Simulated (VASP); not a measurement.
The system is NaHgH2.

```xyz
4
Lattice="3.5416 0.0000 0.0000 0.0000 3.5416 0.0000 0.0000 0.0000 4.4363" Properties=species:S:1:pos:R:3 pbc="T T T"
Na    0.0000    0.0000    0.0000
Hg    1.7708    1.7708    2.2182
H     0.0000    0.0000    2.2182
H     1.7708    1.7708    0.0000
```

| Property | Result |
| --- | --- |
| Program | VASP 6.6.1 |
| Task | relaxation of cell and atoms |
| Functional | PBE |
| Potentials or basis | VASP PAW PBE potentials, release 64 (Na_pv, Hg, H) |
| Cutoff | 600 eV |
| k mesh | 14 × 14 × 10 |
| Occupations | gaussian, width 0.1 eV |
| Spin | no spin polarisation |

At the start: pressure 0.3 GPa; volume 13.91 Å³/atom.

Question: Where does the relaxation end?

Answer: Over 5 steps the energy falls by 3.7 meV/atom and the volume is 14.51 Å³/atom (+4.3 %); space group P4/mmm (No. 123, to 0.1 Å) before and after.

The path:
| step | energy change (eV) | largest force (eV/Å) | pressure (GPa) | volume (Å³) |
| --- | --- | --- | --- | --- |
| 1 | 0.0000 | 0.0000 | 0.29 | 55.64 |
| 2 | -0.0026 | 0.0000 | 0.24 | 55.85 |
| 3 | -0.0086 | 0.0000 | 0.10 | 56.44 |
| 4 | -0.0142 | 0.0000 | 0.04 | 57.61 |
| 5 | -0.0149 | 0.0000 | 0.09 | 58.04 |

Final structure:
```cif
data_structure
_symmetry_space_group_name_H-M 'P 1'
_symmetry_Int_Tables_number 1
_cell_length_a 3.6909
_cell_length_b 3.6909
_cell_length_c 4.2605
_cell_angle_alpha 90.000
_cell_angle_beta 90.000
_cell_angle_gamma 90.000
_cell_volume 58.04
loop_
_atom_site_label
_atom_site_type_symbol
_atom_site_fract_x
_atom_site_fract_y
_atom_site_fract_z
_atom_site_occupancy
Na1 Na 0.00000 0.00000 0.00000 1
Hg1 Hg 0.50000 0.50000 0.50000 1
H1 H 0.00000 0.00000 0.50000 1
H2 H 0.50000 0.50000 0.00000 1
```
